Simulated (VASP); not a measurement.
Runs of VASP 6.6.1 on CsCl. The structure is that of space group Pm-3m (No. 221), or close to it. The cells are those of the table. 

```csv
task,cell,gap on the mesh (eV),pressure (GPa)
relaxation of cell and atoms,"relaxed from a = 4.123 Å, 2 atoms",5.91,0.0
single point,"a = 4.140 Å, 2 atoms",5.91,0.0
single point,"a = 4.181 Å, 2 atoms",(a),-0.5
single point,"a = 4.221 Å, 2 atoms",5.72,-0.9
single point,"a = 4.056 Å, 2 atoms",5.84,(b)
```

Alike in all rows: level r2SCAN; potentials or basis VASP PAW PBE potentials, release 64 (Cs_sv, Cl); no spin polarisation; k mesh 6 × 6 × 6; cutoff (eV) 550; smearing gaussian 0.02 eV.

Task: Estimate the missing entries.

Result: (a) 5.85; (b) 1.4.

Caveats: the PAW data sets were made with another functional, which shifts forces and pressure a little; spin-orbit coupling is left out, which moves the levels of the heavy elements.

A k mesh can miss the band edges, and the runs leave out spin-orbit coupling on Cs.
